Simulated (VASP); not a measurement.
The system is SnPb2O3.

```
Sn Pb O
1.0
     4.49944    0.00000    0.00000
    -2.24972    3.89663    0.00000
     0.00000    0.00000    8.22838
Sn Pb O
1 2 3
Direct
  0.66667 0.33333 0.00000
  0.66667 0.33333 0.50000
  0.00000 0.00000 0.50000
  0.33333 0.66667 0.50000
  0.66667 0.33333 0.25153
  0.66667 0.33333 0.74847
```

The cell was generated, and may not be a known phase.

| Quantity | Value |
| --- | --- |
| Program | VASP 6.6.1 |
| Task | relaxation of cell and atoms |
| Functional | PBE |
| Potentials or basis | VASP PAW PBE potentials, release 64 (Sn_d, Pb_d, O) |
| Cutoff | 600 eV |
| k mesh | 6 × 6 × 2 |
| Occupations | gaussian, width 0.1 eV |
| Spin | no spin polarisation |

At the start: pressure 15.0 GPa; volume 24.04 Å³/atom.

Task: How do energy, volume and symmetry change on relaxing?

Result: Over 9 steps the energy falls by 337.2 meV/atom and the volume is 31.41 Å³/atom (+30.6 %); space group P-6m2 (No. 187, to 0.1 Å) before and after.

Step by step:
```
step  energy change (eV)  largest force (eV/Å)  pressure (GPa)  volume (Å³)
   1              0.0000                2.6781           15.01       144.27
   2             -1.7308                0.8693           -2.83       196.58
   3             -1.7978                1.0244           -0.89       184.96
   4             -1.9890                0.0521            1.07       185.75
   5             -2.0113                0.3086            0.45       185.63
   6             -2.0112                0.2868            0.49       185.63
   7             -2.0221                0.0680            0.07       188.06
   8             -2.0226                0.0075           -0.04       188.77
   9             -2.0231                0.0360           -0.09       188.46
```

Final structure:
```yaml
crystal:
  lattice:
    - [5.02809, 0.00000, 0.00000]
    - [-2.51405, 4.35445, 0.00000]
    - [0.00000, 0.00000, 8.60748]
  atoms:
    - { symbol: Sn, position: [0.66667, 0.33333, 0.00000] }
    - { symbol: Pb, position: [0.66667, 0.33333, 0.50000] }
    - { symbol: Pb, position: [0.00000, 0.00000, 0.50000] }
    - { symbol: O, position: [0.33333, 0.66667, 0.50000] }
    - { symbol: O, position: [0.66667, 0.33333, 0.23090] }
    - { symbol: O, position: [0.66667, 0.33333, 0.76910] }
```

Caveat: the k points lie up to 0.36 Å⁻¹ apart in the final cell, too coarse for converged energies and pressures of a metal; the volume moved by over 15 % at a fixed basis, so the end points are rough.
